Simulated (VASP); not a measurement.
# Al (Fd-3m) in VASP: single point with LDA

Aim: the single point of Al with LDA.

Everything below comes from runs of VASP 6.6.1. Logs are shortened: lines on timing, memory, paths and dates and some standing lists are left out, and cuts for length are marked.

**1. The cell of the first run**

Symmetry: Fd-3m, No. 227, cubic system. Conventional cell: a = 8.257 Å, b = 8.257 Å, c = 8.257 Å, α = 90.00°, β = 90.00°, γ = 90.00°. Within 3.8 Å of Al (site symmetry -3m) lie 6 Al at 2.92 Å.

**2. Single point, LDA**

File INCAR:

```
SYSTEM = Al
ALGO = Normal
EDIFF = 1E-7
ENCUT = 520
GGA = CA
ISIF = 2
ISMEAR = -1
LASPH = .True.
LCHARG = .False.
LREAL = .False.
LWAVE = .False.
NBANDS = 14
NELM = 60
PREC = Accurate
SIGMA = 0.1
```

File KPOINTS:

```
k-points
0
Gamma
  5 5 5
  0 0 0
```

File POSCAR:

```
Al
1.0
    0.0000000000      4.1287470000      4.1287470000
    4.1287470000      0.0000000000      4.1287470000
    4.1287470000      4.1287470000      0.0000000000
Al
4
Direct
    0.6250000000      0.6250000000      0.6250000000
    0.1250000000      0.6250000000      0.6250000000
    0.6250000000      0.1250000000      0.6250000000
    0.6250000000      0.6250000000      0.1250000000
```

Potentials or basis: VASP PAW LDA potentials, release 64 (Al).

Launch:

```sh
> cat potpaw_LDA.64/Al/POTCAR > POTCAR
> mpirun -np 1 vasp_std > vasp.out
```

OUTCAR:

```text
SYSTEM = Al
   EDIFF = 1E-7
   ENCUT = 520
   GGA = CA
   ISIF = 2
   ISMEAR = -1
   LASPH = .True.
   LREAL = .False.
   NELM = 60
   PREC = Accurate

 ion  position               nearest neighbor table
   1  0.625  0.625  0.625-   2 2.92   3 2.92   4 2.92   4 2.92   3 2.92   2 2.92
   2  0.125  0.625  0.625-   1 2.92   4 2.92   3 2.92   1 2.92   3 2.92   4 2.92
   3  0.625  0.125  0.625-   1 2.92   4 2.92   1 2.92   2 2.92   4 2.92   2 2.92
   4  0.625  0.625  0.125-   1 2.92   1 2.92   2 2.92   3 2.92   3 2.92   2 2.92

  LATTYP: Found a face centered cubic cell.
 ALAT       =     8.2574940000

  Lattice vectors:

 A1 = (   0.0000000000,   4.1287470000,   4.1287470000)
 A2 = (   4.1287470000,   0.0000000000,   4.1287470000)
 A3 = (   4.1287470000,   4.1287470000,   0.0000000000)

Analysis of symmetry for initial positions (statically):
=====================================================================
 Subroutine PRICEL returns:
 Original cell was already a primitive cell.

 Routine SETGRP: Setting up the symmetry group for a
 face centered cubic supercell.

 Subroutine GETGRP returns: Found 48 space group operations
 (whereof 24 operations were pure point group operations)
 out of a pool of 48 trial point group operations.

The static configuration has the point symmetry T_d .
 The point group associated with its full space group is O_h .

Analysis of symmetry for dynamics (positions and initial velocities):
=====================================================================
 Subroutine PRICEL returns:
 Original cell was already a primitive cell.

 Routine SETGRP: Setting up the symmetry group for a
 face centered cubic supercell.

 Subroutine GETGRP returns: Found 48 space group operations
 (whereof 24 operations were pure point group operations)
 out of a pool of 48 trial point group operations.

The dynamic configuration has the point symmetry T_d .
 The point group associated with its full space group is O_h .

 Subroutine INISYM returns: Found 48 space group operations
 (whereof 24 operations are pure point group operations),
 and found     1 'primitive' translations

----------------------------------------------------------------------------------------

                                     Primitive cell

  volume of cell :     140.7618

  direct lattice vectors                    reciprocal lattice vectors
     0.000000000  4.128747000  4.128747000    -0.121102116  0.121102116  0.121102116
     4.128747000  0.000000000  4.128747000     0.121102116 -0.121102116  0.121102116
     4.128747000  4.128747000  0.000000000     0.121102116  0.121102116 -0.121102116

  length of vectors
     5.838930003  5.838930003  5.838930003     0.209755019  0.209755019  0.209755019

  position of ions in fractional coordinates (direct lattice)
     0.625000000  0.625000000  0.625000000
     0.125000000  0.625000000  0.625000000
     0.625000000  0.125000000  0.625000000
     0.625000000  0.625000000  0.125000000

  ion indices of the primitive-cell ions
   primitive index   ion index
                 1           1
                 2           2
                 3           3
                 4           4

----------------------------------------------------------------------------------------

 KPOINTS: k-points

Automatic generation of k-mesh.
 Grid dimensions read from file:
 generate k-points for:    5    5    5

 Generating k-lattice:

  Cartesian coordinates                     Fractional coordinates (reciprocal lattice)
    -0.024220423  0.024220423  0.024220423     0.200000000  0.000000000  0.000000000
     0.024220423 -0.024220423  0.024220423     0.000000000  0.200000000  0.000000000
     0.024220423  0.024220423 -0.024220423     0.000000000  0.000000000  0.200000000

  Length of vectors
     0.041951004  0.041951004  0.041951004

  Shift w.r.t. Gamma in fractional coordinates (k-lattice)
     0.000000000  0.000000000  0.000000000

 Subroutine IBZKPT returns following result:
 ===========================================

 Found     10 irreducible k-points:

 Following reciprocal coordinates:
            Coordinates               Weight
  0.000000  0.000000  0.000000      1.000000
  0.200000  0.000000  0.000000      8.000000
  0.400000  0.000000  0.000000      8.000000
  0.200000  0.200000  0.000000      6.000000
  0.400000  0.200000  0.000000     24.000000
 -0.400000  0.200000  0.000000     24.000000
 -0.200000  0.200000  0.000000     12.000000
  0.400000  0.400000  0.000000      6.000000
 -0.400000  0.400000  0.000000     12.000000
 -0.400000  0.400000  0.200000     24.000000
   k-points           NKPTS =     10   k-points in BZ     NKDIM =     10   number of bands    NBANDS=     14
   number of dos      NEDOS =    301   number of ions     NIONS =      4
   total plane-waves  NPLWV = 110592
   dimension x,y,z NGX =    48 NGY =   48 NGZ =   48
   dimension x,y,z NGXF=    96 NGYF=   96 NGZF=   96
   ions per type =               4
   NGX,Y,Z   is equivalent  to a cutoff of  13.67, 13.67, 13.67 a.u.
   NGXF,Y,Z  is equivalent  to a cutoff of  27.33, 27.33, 27.33 a.u.
 SYSTEM =  Al
   PREC   = accura    normal or accurate (medium, high low for compatibility)
   ISTART =      0    job   : 0-new  1-cont  2-samecut
   ICHARG =      2    charge: 1-file 2-atom 10-const
   ISPIN  =      1    spin polarized calculation?
   LNONCOLLINEAR =      F non collinear calculations
   LSORBIT =      F    spin-orbit coupling
   LASPH  =      T    aspherical Exc in radial PAW
   ENCUT  =  520.0 eV  38.22 Ry    6.18 a.u.  10.86 10.86 10.86*2*pi/ulx,y,z
   NELM   =     60;   NELMIN=  2; NELMDL= -5     # of ELM steps
   EDIFF  = 0.1E-06   stopping-criterion for ELM
   LREAL  =      F    real-space projection
   EDIFFG = 0.1E-05   stopping-criterion for IOM
   NSW    =      0    number of steps for IOM
   IBRION =     -1    ionic relax: 0-MD 1-quasi-New 2-CG
   NFREE  =      0    steps in history (QN), initial steepest desc. (CG)
   ISIF   =      2    stress and relaxation
   ISYM   =      2    0-nonsym 1-usesym 2-fastsym
   POTIM  = 0.5000    time-step for ionic-motion
   TEBEG  =    0.0;   TEEND  =   0.0 temperature during run
   PSTRESS=    0.0 pullay stress
   NELECT =      12.0000    total number of electrons
   NUPDOWN=      -1.0000    fix difference up-down
   EMIN   =  10.00;   EMAX   =-10.00  energy-range for DOS
   EFERMI =   0.00;   METHOD = LEGACY
   ISMEAR =    -1;   SIGMA  =   0.10  broadening in eV -4-tet -1-fermi 0-gaus
   EFERMI_NEDOS =   21; number of points for ismear=-14 and -15
   IALGO  =     38    algorithm
   IMIX   =      4    mixing-type and parameters
     AMIX     =   0.40;   BMIX     =  1.00
     AMIX_MAG =   1.60;   BMIX_MAG =  1.00
  volume/ion in A,a.u.               =      35.19       237.48
  Fermi-wavevector in a.u.,A,eV,Ry     =   0.720510  1.361567  7.063266  0.519135
  Thomas-Fermi vector in A             =   1.809981
   LORBIT       =      0    0 simple, 1 ext, 2 COOP (PROOUT), +10 PAW based schemes
   GGA     = CA    functional components
   LHFCALC =     F    Hartree Fock is set to
   AEXX    =    0.0000 exact exchange contribution
   IVDW    =     0    specifies the selected vdW correction
   LEPSILON=     F    determine dielectric tensor
   LRPA    =     F    only Hartree local field effects (RPA)
 non-spin polarized calculation
  energy-cutoff  :      520.00
  volume of cell :      140.76
 maximum number of plane-waves:      3816
 NGX is ok and might be reduce to    48
   NGX = 21   NGY = 21   NGZ = 21

 number of electron      12.0000000 magnetization

 Free energy of the ion-electron system (eV)
  ---------------------------------------------------
  ext. energy  EPLUGINS =         0.00000000
  ---------------------------------------------------
  free energy    TOTEN  =       -13.16742445 eV

  energy without entropy =      -13.09141971  energy(sigma->0) =      -13.12942208

 E-fermi :   1.4735     XC(G=0):  -7.3755

 val. band max:        1.3477332837   @ k =  -0.2000   0.2000   0.0000
 cond. band min:       1.5357754767   @ k =  -0.4000   0.2000   0.0000
 fundamental gap:      0.1880421930
 Fermi energy:         1.4735049539

 k-point     1 :       0.0000    0.0000    0.0000
  band No.  band energies     occupation
      1      -6.2991      2.00000
      2      -1.6834      2.00000
      3      -0.3193      2.00000
      4      -0.3193      2.00000
      5      -0.3193      2.00000
      6       0.7492      1.99857
      7       0.7492      1.99857
      8       0.7492      1.99857
      9       2.6526      0.00002
     10       2.6526      0.00002
     11       3.8005      0.00000
     12       6.0543      0.00000
     13       6.0543      0.00000
     14       6.0543      0.00000

 k-point     2 :       0.2000    0.0000    0.0000
  band No.  band energies     occupation
      1      -6.1062      2.00000
      2      -2.6054      2.00000
      3      -0.6135      2.00000
      4      -0.6135      2.00000
      5      -0.4085      2.00000
      6       1.1193      1.94374
      7       1.1193      1.94374
      8       1.7204      0.15614
      9       2.7015      0.00001
     10       2.7015      0.00001
     11       4.5373      0.00000
     12       5.7459      0.00000
     13       6.7828      0.00000
     14       6.7828      0.00000

 k-point     3 :       0.4000    0.0000    0.0000
  band No.  band energies     occupation
      1      -5.6404      2.00000
      2      -3.7527      2.00000
      3      -0.8921      2.00000
      4      -0.8921      2.00000
      5      -0.6180      2.00000
      6       1.2396      1.82420
      7       1.2396      1.82420
      8       3.3913      0.00000
      9       3.6625      0.00000
     10       3.6625      0.00000
     11       4.8940      0.00000
     12       5.5520      0.00000
     13       5.5520      0.00000
     14       6.2077      0.00000

 k-point     4 :       0.2000    0.2000    0.0000
  band No.  band energies     occupation
      1      -6.0369      2.00000
      2      -2.7354      2.00000
      3      -0.9980      2.00000
      4      -0.9980      2.00000
      5       0.4141      1.99995
      6       0.4711      1.99991
      7       1.8519      0.04446
      8       1.8519      0.04446
      9       2.4235      0.00015
     10       2.9615      0.00000
     11       4.7943      0.00000
     12       6.5069      0.00000
     13       6.5069      0.00000
     14       6.6017      0.00000

 k-point     5 :       0.4000    0.2000    0.0000
  band No.  band energies     occupation
      1      -5.6244      2.00000
      2      -3.6473      2.00000
      3      -1.5174      2.00000
      4      -1.2358      2.00000
      5       0.3156      1.99998
      6       0.9555      1.98881
      7       2.0841      0.00445
      8       2.1504      0.00229
      9       3.6883      0.00000
     10       3.8688      0.00000
     11       5.5125      0.00000
     12       5.6763      0.00000
     13       5.7827      0.00000
     14       6.7712      0.00000

 k-point     6 :      -0.4000    0.2000    0.0000
  band No.  band energies     occupation
      1      -5.3513      2.00000
      2      -4.0823      2.00000
      3      -1.8218      2.00000
      4      -1.1332      2.00000
      5       0.1789      2.00000
      6       1.5358      0.69833
      7       1.7952      0.07705
      8       2.8410      0.00000
      9       3.5497      0.00000
     10       3.9051      0.00000
     11       5.3439      0.00000
     12       5.7789      0.00000
     13       5.9483      0.00000
     14       6.5232      0.00000

 k-point     7 :      -0.2000    0.2000    0.0000
  band No.  band energies     occupation
      1      -5.8027      2.00000
      2      -3.3290      2.00000
      3      -1.5579      2.00000
      4      -0.7608      2.00000
      5       0.0969      2.00000
      6       1.3477      1.55727
      7       1.6987      0.19039
      8       1.9728      0.01348
      9       2.6085      0.00002
     10       3.9324      0.00000
     11       5.3761      0.00000
     12       5.5613      0.00000
     13       6.0165      0.00000
     14       7.3547      0.00000

 k-point     8 :       0.4000    0.4000    0.0000
  band No.  band energies     occupation
      1      -5.2804      2.00000
      2      -4.1245      2.00000
      3      -1.5313      2.00000
      4      -1.5313      2.00000
      5       0.1326      2.00000
      6       0.3461      1.99997
      7       3.5009      0.00000
      8       3.5009      0.00000
      9       3.5705      0.00000
     10       3.8846      0.00000
     11       5.4104      0.00000
     12       5.5653      0.00000
     13       6.2597      0.00000
     14       6.2597      0.00000

 k-point     9 :      -0.4000    0.4000    0.0000
  band No.  band energies     occupation
      1      -4.8858      2.00000
      2      -4.5818      2.00000
      3      -1.9287      2.00000
      4      -1.4872      2.00000
      5       0.2209      1.99999
      6       1.0378      1.97469
      7       3.0212      0.00000
      8       3.0517      0.00000
      9       3.8944      0.00000
     10       3.9252      0.00000
     11       5.5285      0.00000
     12       5.7044      0.00000
     13       6.3389      0.00000
     14       6.4492      0.00000

 k-point    10 :      -0.4000    0.4000    0.2000
  band No.  band energies     occupation
      1      -5.1565      2.00000
      2      -4.2677      2.00000
      3      -1.9091      2.00000
      4      -1.5578      2.00000
      5       0.8306      1.99678
      6       1.1405      1.93091
      7       1.9684      0.01409
      8       2.8280      0.00000
      9       3.7382      0.00000
     10       4.1034      0.00000
     11       5.5947      0.00000
     12       5.6228      0.00000
     13       6.5103      0.00000
     14       6.9900      0.00000

------------------------ aborting loop because EDIFF is reached ----------------------------------------

  FORCE on cell =-STRESS in cart. coord.  units (eV):
  Direction    XX          YY          ZZ          XY          YZ          ZX
  --------------------------------------------------------------------------------------
  -------------------------------------------------------------------------------------
  Total       -5.5308633     -5.5308633     -5.5308633      0.0000000      0.0000000      0.0000000
  in kB      -62.9533285    -62.9533285    -62.9533285      0.0000000      0.0000000      0.0000000
  external PRESSURE =     -62.9533285 kB  Pullay stress =       0.0000000 kB

 VOLUME and BASIS-vectors are now :
 -----------------------------------------------------------------------------
  energy-cutoff  :      520.00
  volume of cell :      140.76
      direct lattice vectors                 reciprocal lattice vectors
     0.000000000  4.128747000  4.128747000    -0.121102116  0.121102116  0.121102116
     4.128747000  0.000000000  4.128747000     0.121102116 -0.121102116  0.121102116
     4.128747000  4.128747000  0.000000000     0.121102116  0.121102116 -0.121102116

 POSITION                                       TOTAL-FORCE (eV/Angst)
 -----------------------------------------------------------------------------------
      5.16093      5.16093      5.16093         0.000000     -0.000000      0.000000
      5.16093      3.09656      3.09656        -0.000000     -0.000000      0.000000
      3.09656      5.16093      3.09656         0.000000      0.000000     -0.000000
      3.09656      3.09656      5.16093        -0.000000      0.000000     -0.000000
 -----------------------------------------------------------------------------------
    total drift:                                0.000000     -0.000000     -0.000000

  FREE ENERGIE OF THE ION-ELECTRON SYSTEM (eV)
  ---------------------------------------------------
  free  energy   TOTEN  =       -13.1674244550 eV

  energy  without entropy=      -13.0914197104  energy(sigma->0) =      -13.12942208
```

It took 23 s on 1 thread of AMD EPYC 7R13, shared host; peak memory 0.23 GiB.

Results:

- Free energy: -13.1674 eV
- Pressure: -6.3 GPa
- Band gap on the k mesh: zero (band 6 reaches 1.54 eV, above the bottom of band 7 at 0.75 eV)
